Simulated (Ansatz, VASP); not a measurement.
**One calculation of GaSb, two programs**

```
CELL_PARAMETERS angstrom
0.00000 3.06588 3.06588
3.06588 0.00000 3.06588
3.06588 3.06588 0.00000
ATOMIC_POSITIONS crystal
Ga 0.00000 0.00000 0.00000
Sb 0.25000 0.25000 0.25000
```

Alike in both runs: task single point; functional r2SCAN; k mesh 8 × 8 × 8; occupations fermi-dirac, width 0.02 eV; no spin polarisation.

```csv
,VASP,Ansatz
version,VASP 6.6.1,Ansatz 0.2.0
potentials or method,"VASP PAW PBE potentials, release 64 (Ga_d, Sb)","plane waves, PAW"
plane-wave cutoff (eV),520,500
valence electrons in the cell,18,28
```

|  | VASP | Ansatz | Ansatz less VASP |
| --- | --- | --- | --- |
| pressure (GPa) | 0.1 | 0.0 | -0.10 |

VASP's potentials were made for PBE, not for r2SCAN. With one functional, cell and mesh, what is left measures potentials, basis and numerics. VASP's potentials hold 18 valence electrons a cell and Ansatz's 28, so a difference there can come from the potentials and not from the codes.

Spin-orbit coupling is off throughout.
